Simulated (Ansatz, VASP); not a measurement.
# InSi2B3: VASP beside Ansatz

```
CELL_PARAMETERS angstrom
3.58703 0.00000 0.00000
-1.79351 3.10646 0.00000
0.00000 0.00000 7.65880
ATOMIC_POSITIONS crystal
In 0.00000 0.00000 0.00000
Si 0.66667 0.33333 0.31744
Si 0.66667 0.33333 0.68256
B 0.00000 0.00000 0.50000
B 0.33333 0.66667 0.00000
B 0.33333 0.66667 0.50000
```

Change from the starting cell: species swapped into the La2Al3Ge type (P-6m2, No. 187).

Alike in both runs: functional PBE; k mesh 6 × 6 × 2; occupations gaussian, width 0.1 eV; no spin polarisation.

Ansatz relaxed the structure, and its values are those at the end. VASP's run is a single point on that final structure, the one shown.

|  | VASP | Ansatz |
| --- | --- | --- |
| version | VASP 6.6.1 | Ansatz 0.2.0 |
| potentials or method | VASP PAW PBE potentials, release 64 (In_d, Si, B), cutoff 520 eV | scalar-relativistic, plane waves, PAW |
| valence electrons in the cell | 30 | 30 |

```csv
,VASP,Ansatz,Ansatz less VASP
gap on the k mesh at the Fermi level (eV),none,none,-
pressure (GPa),-0.1,0.0,+0.11
```

A gap of «none» marks a metal or a gap that the smearing closes. With one functional, cell and mesh, what is left measures potentials, basis and numerics.

The k mesh is coarse, so the values compare programs but aren't converged.
